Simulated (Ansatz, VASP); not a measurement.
MoS2: VASP beside Ansatz

The input POSCAR:

```
MoS2
1.0
    1.6450615192      0.9497767110      6.0655340359
   -1.6450615192      0.9497767110      6.0655340359
    0.0000000000     -1.8995534219      6.0655340359
Mo S
1 2
Direct
   -0.0000167050     -0.0000167050     -0.0000167050
    0.4168537720      0.4168537720      0.4168537720
    0.2498295997      0.2498295997      0.2498295997
```

The input INCAR.step1:

```
ALGO = Normal
EDIFF = 1E-4
ENCUT = 520
GGA = PE
ISMEAR = 0
LASPH = T
LCHARG = F
LREAL = F
LWAVE = T
NBANDS = 20
NELM = 100
PREC = Accurate
SIGMA = 0.01
```

The input INCAR.step2:

```
ALGO = Normal
EDIFF = 1E-6
ENCUT = 520
ISIF = 2
ISMEAR = 0
ISTART = 1
LASPH = T
LCHARG = T
LELF = T
LMIXTAU = T
LREAL = F
LVHAR = T
LWAVE = F
METAGGA = R2SCAN
NBANDS = 20
NELM = 100
PREC = Accurate
SIGMA = 0.01
```

The input KPOINTS:

```
k-points
0
Gamma
  10 10 10
```

Input for Ansatz:

```yaml
crystal:
  lattice:
    - [1.6450615192, 0.949776711, 6.0655340359]
    - [-1.6450615192, 0.949776711, 6.0655340359]
    - [0.0, -1.8995534219, 6.0655340359]
  atoms:
    - { symbol: Mo, position: [-1.6705e-05, -1.6705e-05, -1.6705e-05] }
    - { symbol: S, position: [0.416853772, 0.416853772, 0.416853772] }
    - { symbol: S, position: [0.2498295997, 0.2498295997, 0.2498295997] }
kpoints:
  mp_grid: { grid: [10, 10, 10] }
  band_path:
    path:
      - [0.0, 0.0, 0.0]
      - [-0.5, -0.5, -0.5]
      - [-0.5, -0.1812659207, -0.8187340793]
      - [-0.1812659207, 0.1812659207, -0.5]
      - [0.0, 0.0, -0.5]
      - [0.0, 0.3406329604, -0.3406329604]
      - [-0.3406329604, 0.0, -0.6593670396]
      - [-0.5, 0.0, -0.5]
      - [-0.1631393286, 0.1631393286, -0.5]
      - [-0.083333, 0.25, -0.416667]
    npoints: 1
hamiltonian:
  xc: r2scan
scf:
  occupations: { method: fixed }
  n_extra_bands: 4
output:
  forces: true
  stress: true
  eigenvalues: true
```

Change from the starting cell: epitaxial_xy strain +3.6%.

Alike in both runs: task single point; functional r2SCAN; k mesh 10 × 10 × 10; no spin polarisation.

|  | VASP | Ansatz |
| --- | --- | --- |
| version | VASP 6.6.1 | Ansatz 0.2.0 |
| potentials or method | VASP PAW PBE potentials, release 64 (Mo_sv, S) | plane waves, PAW |
| plane-wave cutoff (eV) | 520 | 500 |
| occupations | gaussian, width 0.01 eV | fixed |
| valence electrons in the cell | 26 | 26 |

Ansatz gave:

- gap on the k mesh at the Fermi level (eV): 0.46
- pressure (GPa): -5.1
- traceless stress, the component that is largest in VASP (GPa): 6.09
- rms of the force components (eV/Å): 0.026

Problem. Which values does VASP return?

Solution. gap on the k mesh at the Fermi level (eV): 0.48; pressure (GPa): -5.0; traceless stress, the component that is largest in VASP (GPa): 6.04; rms of the force components (eV/Å): 0.025.

VASP's potentials were made for PBE, not for r2SCAN. Atom by atom the forces differ by 0.001 eV/Å (rms over components).
